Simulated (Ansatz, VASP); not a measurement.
One calculation of SnO2, two programs

```xyz
6
Lattice="4.7201 0.0000 0.0000 0.0000 4.7206 0.0000 0.0000 0.0000 3.1888" Properties=species:S:1:pos:R:3 pbc="T T T"
Sn    2.3601    2.3603    1.5944
Sn    0.0000    0.0000    0.0000
O     1.4443    1.5270    0.0000
O     3.8044    0.8333    1.5944
O     0.9157    3.8873    1.5944
O     3.2758    3.1936    0.0000
```

Alike in both runs: task single point; functional LDA; k mesh 6 × 6 × 8; occupations gaussian, width 0.05 eV; no spin polarisation.

|  | VASP | Ansatz |
| --- | --- | --- |
| version | VASP 6.6.1 | Ansatz 0.2.0 |
| potentials or method | VASP PAW LDA potentials, release 64 (Sn_d, O), cutoff 520 eV | scalar-relativistic, plane waves, PAW |
| valence electrons in the cell | 52 | 52 |

```csv
,VASP,Ansatz,Ansatz less VASP
gap on the k mesh at the Fermi level (eV),1.39,1.37,-0.026
least direct gap on the mesh (eV),1.39,1.37,-0.026
pressure (GPa),4.0,2.6,-1.44
"traceless stress, the component that is largest in VASP (GPa)",2.67,1.95,-0.721
rms of the force components (eV/Å),0.679,0.649,-0.0308
```

Ansatz warns that its potentials were made for another functional, while VASP's fit it. LDA's correlation is that of Perdew and Zunger in VASP and of Perdew and Wang (1992) in Ansatz. Atom by atom the forces differ by 0.031 eV/Å (rms over components).
